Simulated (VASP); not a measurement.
Here is a VASP 6.6.1 calculation.

The input POSCAR:

```
Co
1.0
    0.0000000000      1.6957570625      1.6957570625
    1.6957570625      0.0000000000      1.6957570625
    1.6957570625      1.6957570625      0.0000000000
Co
1
Direct
    0.0000000000      0.0000000000      0.0000000000
```

The input INCAR.step1:

```
ALGO     = Normal         # electronic algorithm
EDIFF    = 1E-5           # SCF threshold, eV
ENCUT    = 520            # plane-wave cutoff, eV
GGA      = PE             # functional
ISIF     = 2              # what is computed and relaxed
ISMEAR   = -1             # smearing method
LASPH    = True           # aspherical terms in the spheres
LCHARG   = False          # write CHGCAR
LREAL    = False          # projectors in reciprocal space
LWAVE    = True           # write WAVECAR
NBANDS   = 10             # bands
NELM     = 60             # most SCF steps
PREC     = Accurate       # precision mode
SIGMA    = 0.1            # smearing width, eV
```

INCAR.step2

```
ALGO     = Normal         # electronic algorithm
EDIFF    = 1E-6           # SCF threshold, eV
ENCUT    = 520            # plane-wave cutoff, eV
GGA      = PE             # functional
HFSCREEN = 0.2079         # screening, 1/A
ISIF     = 2              # what is computed and relaxed
ISMEAR   = -1             # smearing method
ISTART   = 1            
LASPH    = True           # aspherical terms in the spheres
LCHARG   = False          # write CHGCAR
LHFCALC  = True           # exact exchange
LREAL    = False          # projectors in reciprocal space
LWAVE    = False          # write WAVECAR
NBANDS   = 10             # bands
NELM     = 60             # most SCF steps
PREC     = Accurate       # precision mode
PRECFOCK = Normal       
SIGMA    = 0.1            # smearing width, eV
```

Contents of KPOINTS:

```
k-points
0
Gamma
  6 6 6
```

Potentials or basis: VASP PAW PBE potentials, release 64 (Co).

The run is started by

```sh
$ cat potpaw_PBE.64/Co/POTCAR > POTCAR
$ cp INCAR.step1 INCAR
$ mpirun -np 1 vasp_std > vasp.out
$ cp INCAR.step2 INCAR
$ mpirun -np 1 vasp_std > vasp.out
```

(1) What does it give for the band gap on the k mesh?

(2) What does it give for the pressure?

Answers

(1) zero (an odd number of electrons rules out a gap without spin polarisation).

(2) 7.4 GPa.

Caveat: the k points lie up to 0.53 Å⁻¹ apart, too coarse for converged energies and pressures of a metal; the PAW data sets were made with another functional, which shifts forces and pressure a little; the run has no spin polarisation, though such a crystal can be magnetic.
